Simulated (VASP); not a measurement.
# PtSe2 (P-3m1) in VASP: a series of runs, part 2 of 2

VASP 6.6.1.

## 4. Single point, PBE+D3(BJ) (c/a of the conventional cell at fixed volume 1.2785)

Input file INCAR:

```
ALGO = Normal ; EDIFF = 1E-7
ENCUT = 520 ; GGA = PE
ISIF = 2 ; ISMEAR = 0
IVDW = 12 ; LASPH = True
LCHARG = False ; LREAL = False
LWAVE = False ; NBANDS = 18
NELM = 60 ; PREC = Accurate
SIGMA = 0.15
```

Input file KPOINTS:

```
k-points
0
Gamma
  12 12 8
```

Input file POSCAR:

```
PtSe2
1.0
    3.7715031150      0.0000000000      0.0000000000
   -1.8857515575      3.2662175080      0.0000000000
    0.0000000000      0.0000000000      4.8219239451
Pt Se
1 2
Direct
    0.0000000000      0.0000000000      0.0000000000
    0.3333333333      0.6666666667      0.2026831210
    0.6666666667      0.3333333333      0.7973168790
```

Potentials or basis: VASP PAW PBE potentials, release 64 (Pt, Se).

Started as:

```console
$ cat potpaw_PBE.64/Pt/POTCAR potpaw_PBE.64/Se/POTCAR > POTCAR
$ mpirun -np 1 vasp_std > vasp.out
```

OUTCAR:

```text
EDIFF = 1E-7
   ENCUT = 520
   GGA = PE
   ISIF = 2
   ISMEAR = 0
   IVDW = 12
   LASPH = True
   LREAL = False
   NELM = 60
   PREC = Accurate
 IVDW          = 12

 ion  position               nearest neighbor table
   1  0.000  0.000  0.000-   2 2.39   3 2.39   2 2.39   3 2.39   3 2.39   2 2.39
   2  0.333  0.667  0.203-   1 2.39   1 2.39   1 2.39
   3  0.667  0.333  0.797-   1 2.39   1 2.39   1 2.39

  LATTYP: Found a hexagonal cell.
 ALAT       =     3.7715031150
 C/A-ratio  =     1.2785151697

  Lattice vectors:

 A1 = (   3.7715031150,   0.0000000000,   0.0000000000)
 A2 = (  -1.8857515575,   3.2662175080,   0.0000000000)
 A3 = (   0.0000000000,   0.0000000000,   4.8219239451)

Analysis of symmetry for initial positions (statically):
=====================================================================
 Subroutine PRICEL returns:
 Original cell was already a primitive cell.

 Routine SETGRP: Setting up the symmetry group for a
 hexagonal supercell.

 Subroutine GETGRP returns: Found 12 space group operations
 (whereof 12 operations were pure point group operations)
 out of a pool of 24 trial point group operations.

The static configuration has the point symmetry D_3d.

Analysis of symmetry for dynamics (positions and initial velocities):
=====================================================================
 Subroutine PRICEL returns:
 Original cell was already a primitive cell.

 Routine SETGRP: Setting up the symmetry group for a
 hexagonal supercell.

 Subroutine GETGRP returns: Found 12 space group operations
 (whereof 12 operations were pure point group operations)
 out of a pool of 24 trial point group operations.

The dynamic configuration has the point symmetry D_3d.

 Subroutine INISYM returns: Found 12 space group operations
 (whereof 12 operations are pure point group operations),
 and found     1 'primitive' translations

----------------------------------------------------------------------------------------

                                     Primitive cell

  volume of cell :      59.3991

  direct lattice vectors                    reciprocal lattice vectors
     3.771503115  0.000000000  0.000000000     0.265146274  0.153082273  0.000000000
    -1.885751557  3.266217508  0.000000000     0.000000000  0.306164546  0.000000000
     0.000000000  0.000000000  4.821923945     0.000000000  0.000000000  0.207386100

  length of vectors
     3.771503115  3.771503115  4.821923945     0.306164546  0.306164546  0.207386100

  position of ions in fractional coordinates (direct lattice)
     0.000000000  0.000000000  0.000000000
     0.333333333  0.666666667  0.202683121
     0.666666667  0.333333333  0.797316879

  ion indices of the primitive-cell ions
   primitive index   ion index
                 1           1
                 2           2
                 3           3

----------------------------------------------------------------------------------------

 KPOINTS: k-points

Automatic generation of k-mesh.
 Grid dimensions read from file:
 generate k-points for:   12   12    8

 Generating k-lattice:

  Cartesian coordinates                     Fractional coordinates (reciprocal lattice)
     0.022095523  0.012756856  0.000000000     0.083333333 -0.000000000  0.000000000
     0.000000000  0.025513712  0.000000000     0.000000000  0.083333333  0.000000000
     0.000000000  0.000000000  0.025923262     0.000000000  0.000000000  0.125000000

  Length of vectors
     0.025513712  0.025513712  0.025923262

  Shift w.r.t. Gamma in fractional coordinates (k-lattice)
     0.000000000  0.000000000  0.000000000

 Subroutine IBZKPT returns following result:
 ===========================================

 Found    131 irreducible k-points:

 Following reciprocal coordinates:
            Coordinates               Weight
  0.000000  0.000000  0.000000      1.000000
  0.083333  0.000000  0.000000      6.000000
  0.166667  0.000000  0.000000      6.000000
  0.250000  0.000000  0.000000      6.000000
  0.333333  0.000000  0.000000      6.000000
  0.416667  0.000000  0.000000      6.000000
[... 16 lines left out ...]
  0.166667  0.000000  0.125000      6.000000
  0.000000  0.166667  0.125000      6.000000
 [... further k-points ...]
   k-points           NKPTS =    131   k-points in BZ     NKDIM =    131   number of bands    NBANDS=     18
   number of dos      NEDOS =    301   number of ions     NIONS =      3
   total plane-waves  NPLWV =  28224
   dimension x,y,z NGX =    28 NGY =   28 NGZ =   36
   dimension x,y,z NGXF=    56 NGYF=   56 NGZF=   72
   ions per type =               1   2
   NGX,Y,Z   is equivalent  to a cutoff of  12.34, 12.34, 12.41 a.u.
   NGXF,Y,Z  is equivalent  to a cutoff of  24.68, 24.68, 24.82 a.u.
 SYSTEM =  unknown system
   PREC   = accura    normal or accurate (medium, high low for compatibility)
   ISTART =      0    job   : 0-new  1-cont  2-samecut
   ICHARG =      2    charge: 1-file 2-atom 10-const
   ISPIN  =      1    spin polarized calculation?
   LNONCOLLINEAR =      F non collinear calculations
   LSORBIT =      F    spin-orbit coupling
   LASPH  =      T    aspherical Exc in radial PAW
   ENCUT  =  520.0 eV  38.22 Ry    6.18 a.u.   7.01  7.01  8.97*2*pi/ulx,y,z
   NELM   =     60;   NELMIN=  2; NELMDL= -5     # of ELM steps
   EDIFF  = 0.1E-06   stopping-criterion for ELM
   LREAL  =      F    real-space projection
   EDIFFG = 0.1E-05   stopping-criterion for IOM
   NSW    =      0    number of steps for IOM
   IBRION =     -1    ionic relax: 0-MD 1-quasi-New 2-CG
   NFREE  =      0    steps in history (QN), initial steepest desc. (CG)
   ISIF   =      2    stress and relaxation
   ISYM   =      2    0-nonsym 1-usesym 2-fastsym
   POTIM  = 0.5000    time-step for ionic-motion
   TEBEG  =    0.0;   TEEND  =   0.0 temperature during run
   PSTRESS=    0.0 pullay stress
   NELECT =      22.0000    total number of electrons
   NUPDOWN=      -1.0000    fix difference up-down
   EMIN   =  10.00;   EMAX   =-10.00  energy-range for DOS
   EFERMI =   0.00;   METHOD = LEGACY
   ISMEAR =     0;   SIGMA  =   0.15  broadening in eV -4-tet -1-fermi 0-gaus
   EFERMI_NEDOS =   21; number of points for ismear=-14 and -15
   IALGO  =     38    algorithm
   IMIX   =      4    mixing-type and parameters
     AMIX     =   0.40;   BMIX     =  1.00
     AMIX_MAG =   1.60;   BMIX_MAG =  1.00
  volume/ion in A,a.u.               =      19.80       133.61
  Fermi-wavevector in a.u.,A,eV,Ry     =   1.175680  2.221713 18.806288  1.382223
  Thomas-Fermi vector in A             =   2.312056
   LORBIT       =      0    0 simple, 1 ext, 2 COOP (PROOUT), +10 PAW based schemes
   GGA     = PE    functional components
   LHFCALC =     F    Hartree Fock is set to
   AEXX    =    0.0000 exact exchange contribution
   IVDW    =    12    specifies the selected vdW correction
   LEPSILON=     F    determine dielectric tensor
   LRPA    =     F    only Hartree local field effects (RPA)
 non-spin polarized calculation
 Gauss-broadening in eV      SIGMA  =   0.15
  energy-cutoff  :      520.00
  volume of cell :       59.40
 maximum number of plane-waves:      1620
   NGX = 13   NGY = 13   NGZ = 17

 number of electron      22.0000000 magnetization

 Free energy of the ion-electron system (eV)
  ---------------------------------------------------
  ext. energy  EPLUGINS =         0.00000000
  ---------------------------------------------------
  free energy    TOTEN  =       -13.01079994 eV

  energy without entropy =      -13.00785939  energy(sigma->0) =      -13.00932966

 E-fermi :   7.0528     XC(G=0): -10.5782

 val. band max:        6.9860039725   @ k =   0.1667   0.0833   0.0000
 cond. band min:       7.0820810361   @ k =   0.0000   0.3333   0.2500
 fundamental gap:      0.0960770636
 Fermi energy:         7.0527911181

 k-point     1 :       0.0000    0.0000    0.0000
  band No.  band energies     occupation
      1      -9.9951      2.00000
      2      -5.7752      2.00000
      3      -1.2043      2.00000
      4      -1.2043      2.00000
      5      -0.1396      2.00000
      6       2.2865      2.00000
[... 10 lines left out ...]
     17      13.6335      0.00000
     18      16.8611      0.00000
[... 466 lines left out ...]
      2      -6.2264      2.00000
      3      -0.9345      2.00000
      4      -0.8595      2.00000
      5       0.3863      2.00000
      6       1.8024      2.00000
[... 10 lines left out ...]
     17      15.0512      0.00000
     18      15.9428      0.00000

 [... further k-points ...]

------------------------ aborting loop because EDIFF is reached ----------------------------------------

 Edisp (eV)   -1.45104

 E8    (eV) :    -0.6203

  FORCE on cell =-STRESS in cart. coord.  units (eV):
  Direction    XX          YY          ZZ          XY          YZ          ZX
  --------------------------------------------------------------------------------------
  -------------------------------------------------------------------------------------
  Total       9.74018     9.74018     6.76513     0.00000     0.00000     0.00000
  in kB     262.72275   262.72275   182.47652     0.00000     0.00000     0.00000
  external pressure =      235.97 kB  Pullay stress =        0.00 kB

 VOLUME and BASIS-vectors are now :
 -----------------------------------------------------------------------------
  energy-cutoff  :      520.00
  volume of cell :       59.40
      direct lattice vectors                 reciprocal lattice vectors
     3.771503115  0.000000000  0.000000000     0.265146274  0.153082273  0.000000000
    -1.885751557  3.266217508  0.000000000     0.000000000  0.306164546  0.000000000
     0.000000000  0.000000000  4.821923945     0.000000000  0.000000000  0.207386100

 POSITION                                       TOTAL-FORCE (eV/Angst)
 -----------------------------------------------------------------------------------
      0.00000      0.00000      0.00000         0.000000      0.000000      0.000000
     -0.00000      2.17748      0.97732         0.000000      0.000000      4.054499
      1.88575      1.08874      3.84460        -0.000000     -0.000000     -4.054499
 -----------------------------------------------------------------------------------
    total drift:                               -0.000000      0.000000     -0.000000

  FREE ENERGIE OF THE ION-ELECTRON SYSTEM (eV)
  ---------------------------------------------------
  free  energy   TOTEN  =       -14.4618435335 eV

  energy  without entropy=      -14.4589029764  energy(sigma->0) =      -14.46037325
```

OSZICAR:

```text
N       E                     dE             d eps       ncg     rms          rms(c)
DAV:   1     0.117677417174E+03    0.11768E+03   -0.10193E+04  4764   0.108E+03
DAV:   2    -0.836136356270E+01   -0.12604E+03   -0.12210E+03  5820   0.218E+02
DAV:   3    -0.138301973527E+02   -0.54688E+01   -0.54298E+01  5712   0.452E+01
DAV:   4    -0.138753403770E+02   -0.45143E-01   -0.45127E-01  5948   0.445E+00
DAV:   5    -0.138758581629E+02   -0.51779E-03   -0.51778E-03  5626   0.457E-01    0.175E+01
DAV:   6    -0.131682989151E+02    0.70756E+00   -0.43161E+00  4988   0.184E+01    0.101E+01
DAV:   7    -0.130418598852E+02    0.12644E+00   -0.75546E-01  4950   0.820E+00    0.511E+00
DAV:   8    -0.130118428653E+02    0.30017E-01   -0.40529E-02  5120   0.184E+00    0.702E-01
DAV:   9    -0.130106396482E+02    0.12032E-02   -0.72385E-03  5310   0.717E-01    0.131E-01
DAV:  10    -0.130107549485E+02   -0.11530E-03   -0.38631E-04  5504   0.149E-01    0.758E-02
DAV:  11    -0.130108007896E+02   -0.45841E-04   -0.58403E-05  5174   0.594E-02    0.140E-02
DAV:  12    -0.130107991920E+02    0.15976E-05   -0.11667E-05  5948   0.312E-02    0.459E-03
DAV:  13    -0.130107999313E+02   -0.73928E-06   -0.10509E-06  5264   0.788E-03    0.181E-03
DAV:  14    -0.130107999426E+02   -0.11287E-07   -0.97825E-08  4344   0.202E-03
   1 F= -.14461844E+02 E0= -.14460373E+02  d E =-.294056E-02
```

stdout:

```text
POSCAR found type information on POSCAR PtSe
 POSCAR found :  2 types and       3 ions
 scaLAPACK will be used
 LDA part: xc-table for (Slater+PW92), standard interpolation
 POSCAR, INCAR and KPOINTS ok, starting setup
 FFT: planning ... GRIDC
 FFT: planning ... GRID_SOFT
 FFT: planning ... GRID
 WAVECAR not read
 entering main loop
```

Run time: 49 s. Hardware: 1 thread of Intel Xeon 6975P-C (Granite Rapids), shared host; peak memory 0.28 GiB.

What came out:

```
Free energy                : -14.4618 eV
Pressure                   : 23.6 GPa
Largest force              : 4.054 eV/Å
Band gap on the k mesh     : 0.10 eV, indirect (least direct gap 0.26 eV)
Dispersion energy per atom : -0.484 eV
```

Forces on the atoms (eV/Å):
```
Pt   0.000  0.000  0.000
Se   0.000  0.000  4.054
Se   0.000  0.000 -4.054
```

Caveat: spin-orbit coupling is left out, which moves the levels of the heavy elements; forces of over 1 eV/Å act on the atoms, so gaps and moduli don't describe the material at rest. A k mesh can miss the band edges.

## 5. Summary

```tsv
cell	gap on the mesh (eV)	pressure (GPa)	largest force (eV/Å)
a = 3.878, b = 3.878, c = 4.561 Å, angles 90.0, 90.0, 120.0°, 3 atoms	0.04	17.0	3.42
a = 3.676, b = 3.676, c = 5.076 Å, angles 90.0, 90.0, 120.0°, 3 atoms	0.31	29.9	4.59
a = 3.772, b = 3.772, c = 4.822 Å, angles 90.0, 90.0, 120.0°, 3 atoms	0.10	23.6	4.05
```

Alike in all rows: task single point; level PBE+D3(BJ); potentials or basis VASP PAW PBE potentials, release 64 (Pt, Se); no spin polarisation; k mesh 12 × 12 × 8; cutoff (eV) 520; smearing gaussian 0.15 eV.

Caveats: spin-orbit coupling is left out, which moves the levels of the heavy elements; forces of over 1 eV/Å act on the atoms, so gaps and moduli don't describe the material at rest.

Absolute energies hang on the potentials; compare differences alone.
